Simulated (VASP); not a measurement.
# Ir (I4/mmm) in VASP: notebook, part 2 of 2

VASP 6.6.1. The steps go on from the part before.

## (6) Single point, PBEsol (equal xx and yy strain of +3 %)

Input file INCAR:

```
PREC     = Accurate       # precision mode
ENCUT    = 520            # plane-wave cutoff, eV
EDIFF    = 1E-6           # SCF threshold, eV
ISMEAR   = -1             # smearing method
SIGMA    = 0.05           # smearing width, eV
LREAL    = F              # projectors in reciprocal space
LASPH    = T              # aspherical terms in the spheres
NELM     = 80             # most SCF steps
ALGO     = Normal         # electronic algorithm
ISIF     = 2              # what is computed and relaxed
LWAVE    = F              # write WAVECAR
LCHARG   = T              # write CHGCAR
GGA      = PS             # functional
LELF     = T              # ELF
LVHAR    = T            
NBANDS   = 10             # bands
```

Input file KPOINTS:

```
Automatic mesh
0
Gamma
  15 15 15
```

Input file POSCAR:

```
Ir
1.0
    0.0000000000      1.9772910000      1.9197000000
    1.9772910000      0.0000000000      1.9197000000
    1.9772910000      1.9772910000      0.0000000000
Ir
1
Direct
    0.0000000000      0.0000000000      0.0000000000
```

Potentials or basis: VASP PAW PBE potentials, release 64 (Ir).

Command:

```bash
$ cat potpaw_PBE.64/Ir/POTCAR > POTCAR
$ mpirun -np 1 vasp_std > vasp.out
```

OUTCAR:

```text
PREC = Accurate
   ENCUT = 520
   EDIFF = 1E-6
   ISMEAR = -1
   LREAL = F
   LASPH = T
   NELM = 80
   ISIF = 2
   GGA = PS

 ion  position               nearest neighbor table
   1  0.000  0.000  0.000-

  LATTYP: Found a body centered tetragonal cell.
 ALAT       =     2.7963117490
 C/A-ratio  =     1.3730228761

  Lattice vectors:

 A1 = (   0.0000000000,  -1.9772910000,  -1.9197000000)
 A2 = (   0.0000000000,   1.9772910000,  -1.9197000000)
[... 481 lines left out ...]
      1       0.2991      2.00000
      2       4.8513      2.00000
      3       6.3657      2.00000
      4       6.3713      2.00000
      5       7.3919      2.00000
      6       8.4022      2.00000
      7      25.9217      0.00000
      8      26.1776      0.00000
      9      28.7720      0.00000
     10      29.4242      0.00000

 [... further k-points ...]
[... 5 lines left out ...]
  --------------------------------------------------------------------------------------
  -------------------------------------------------------------------------------------
  Total       -2.2606635     -2.2606635     -1.3741250      0.0000000      0.0000000      0.0000000
  in kB     -241.2914703   -241.2914703   -146.6669583      0.0000000      0.0000000      0.0000000
  external PRESSURE =    -209.7499663 kB  Pullay stress =       0.0000000 kB

 VOLUME and BASIS-vectors are now :
 -----------------------------------------------------------------------------
  energy-cutoff  :      520.00
  volume of cell :       15.01
      direct lattice vectors                 reciprocal lattice vectors
     0.000000000  1.977291000  1.919700000    -0.252871226  0.252871226  0.260457363
     1.977291000  0.000000000  1.919700000     0.252871226 -0.252871226  0.260457363
     1.977291000  1.977291000  0.000000000     0.252871226  0.252871226 -0.260457363

 POSITION                                       TOTAL-FORCE (eV/Angst)
 -----------------------------------------------------------------------------------
      0.00000      0.00000      0.00000        -0.000000     -0.000000      0.000000
 -----------------------------------------------------------------------------------
    total drift:                                0.000000     -0.000000      0.000000

  FREE ENERGIE OF THE ION-ELECTRON SYSTEM (eV)
  ---------------------------------------------------
  free  energy   TOTEN  =        -9.7552969864 eV

  energy  without entropy=       -9.7465177862  energy(sigma->0) =       -9.75090739
```

OSZICAR:

```text
N       E                     dE             d eps       ncg     rms          rms(c)
DAV:   1     0.458914504914E+02    0.45891E+02   -0.42956E+03  5824   0.810E+02
DAV:   2    -0.951701222671E+01   -0.55408E+02   -0.52393E+02  5850   0.191E+02
DAV:   3    -0.104144476585E+02   -0.89744E+00   -0.89247E+00  6790   0.299E+01
DAV:   4    -0.104224653896E+02   -0.80177E-02   -0.80159E-02  6482   0.259E+00
DAV:   5    -0.104226291837E+02   -0.16379E-03   -0.16379E-03  6532   0.360E-01    0.134E+01
DAV:   6    -0.984786996112E+01    0.57476E+00   -0.11458E+00  6472   0.127E+01    0.499E+00
DAV:   7    -0.976193868797E+01    0.85931E-01   -0.28099E-01  6800   0.570E+00    0.147E+00
DAV:   8    -0.975974563750E+01    0.21931E-02   -0.19424E-03  6168   0.432E-01    0.119E+00
DAV:   9    -0.975529806595E+01    0.44476E-02   -0.22322E-03  6344   0.673E-01    0.187E-02
DAV:  10    -0.975529521995E+01    0.28460E-05   -0.12414E-05  8178   0.359E-02    0.173E-02
DAV:  11    -0.975529693931E+01   -0.17194E-05   -0.96540E-07  5390   0.626E-03    0.126E-03
DAV:  12    -0.975529698643E+01   -0.47117E-07   -0.25899E-08  3084   0.186E-03
   1 F= -.97552970E+01 E0= -.97509074E+01  d E =-.877920E-02
```

stdout:

```text
POSCAR found type information on POSCAR Ir
 POSCAR found :  1 types and       1 ions
 scaLAPACK will be used
 -----------------------------------------------------------------------------
|                                                                             |
|                                                                             |
|     You enforced a specific xc type in the INCAR file but a different       |
|     I HOPE YOU KNOW WHAT YOU ARE DOING!                                     |
|                                                                             |
 -----------------------------------------------------------------------------

 LDA part: xc-table for (Slater+PW92), standard interpolation
 POSCAR, INCAR and KPOINTS ok, starting setup
 FFT: planning ... GRIDC
 FFT: planning ... GRID_SOFT
 FFT: planning ... GRID
 WAVECAR not read
 entering main loop
```

It took 14 s on 1 thread of Intel Xeon 6975P-C (Granite Rapids), shared host; peak memory 0.16 GiB.

Results:

| Item | Value |
| --- | --- |
| Free energy | -9.7553 eV |
| Pressure | -21.0 GPa |

Caveat: the cell differs from its parent crystal (equal xx and yy strain of +3 %); the PAW data sets were made with another functional, which shifts forces and pressure a little; spin-orbit coupling is left out, which moves the levels of the heavy elements.

## (7) The runs side by side

```csv
cell,gap on the mesh (eV),pressure (GPa)
"a = 2.728, b = 2.728, c = 2.715 Å, angles 60.2, 60.2, 59.7°, 1 atom",none,-5.5
"a = 2.728, b = 2.728, c = 2.742 Å, angles 59.8, 59.8, 60.3°, 1 atom",none,-9.0
"a = 2.756, b = 2.756, c = 2.715 Å, angles 60.5, 60.5, 59.0°, 1 atom",none,-12.1
"a = 2.742, b = 2.742, c = 2.769 Å, angles 59.7, 59.7, 60.7°, 1 atom",none,-15.4
"a = 2.756, b = 2.756, c = 2.796 Å, angles 59.5, 59.5, 61.0°, 1 atom",none,-21.0
```

Alike in all rows: task single point; level PBEsol; potentials or basis VASP PAW PBE potentials, release 64 (Ir); no spin polarisation; k mesh 15 × 15 × 15; cutoff (eV) 520; smearing fermi-dirac 0.05 eV.

Caveats: the PAW data sets were made with another functional, which shifts forces and pressure a little; spin-orbit coupling is left out, which moves the levels of the heavy elements.

Total energies depend on the potentials used, so only differences within one code and one set of settings carry meaning.
